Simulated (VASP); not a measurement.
Here is a VASP 6.6.1 calculation.

Contents of INCAR:

```
SYSTEM = GaN
PREC     = Accurate       ! precision mode
ENCUT    = 520            ! plane-wave cutoff, eV
EDIFF    = 1E-7           ! SCF threshold, eV
ISMEAR   = 0              ! smearing method
SIGMA    = 0.1            ! smearing width, eV
LREAL    = .False.        ! projectors in reciprocal space
LASPH    = .True.         ! aspherical terms in the spheres
NELM     = 60             ! most SCF steps
ALGO     = Normal         ! electronic algorithm
ISIF     = 2              ! what is computed and relaxed
LWAVE    = .False.        ! write WAVECAR
LCHARG   = .False.        ! write CHGCAR
GGA      = PE             ! functional
NBANDS   = 46             ! bands
```

File KPOINTS:

```
Automatic mesh
0
Gamma
  6 6 2
  0 0 0
```

The input POSCAR:

```
GaN
1.0
    3.0132955797     -0.0000000027      0.0000000000
   -1.5066477875      2.6095905225      0.0000000000
    0.0000000000      0.0000000000     10.0192152906
Ga N
4 4
Direct
    0.3333333333      0.6666666667      0.8771226274
    0.6666666667      0.3333333333      0.1228773726
    0.6666666667      0.3333333333      0.3771226274
    0.3333333333      0.6666666667      0.6228773726
    0.6666666667      0.3333333333      0.7500000000
    0.0000000000      0.0000000000      0.0000000000
    0.3333333333      0.6666666667      0.2500000000
    0.0000000000      0.0000000000      0.5000000000
```

Potentials or basis: VASP PAW PBE potentials, release 64 (Ga_d, N).

Command:

```sh
$ cat potpaw_PBE.64/Ga_d/POTCAR potpaw_PBE.64/N/POTCAR > POTCAR
$ mpirun -np 1 vasp_std > vasp.out
```

Question: Estimate the band gap on the k mesh.

Answer: 1.05 eV, indirect (least direct gap 1.28 eV).

Question: What does it give for the largest force?

Answer: 0.005 eV/Å.

Question: Predict the pressure.

Answer: 0.7 GPa.

Forces in eV/Å, atoms in the order of the input:
```
Ga   0.000  0.000 -0.005
Ga   0.000  0.000  0.005
Ga   0.000  0.000 -0.005
Ga   0.000  0.000  0.005
N    0.000  0.000  0.000
N    0.000  0.000  0.000
N    0.000  0.000  0.000
N    0.000  0.000  0.000
```

A k mesh can miss the band edges. A hybrid or GW would open this gap; PBE tends to underestimate it.
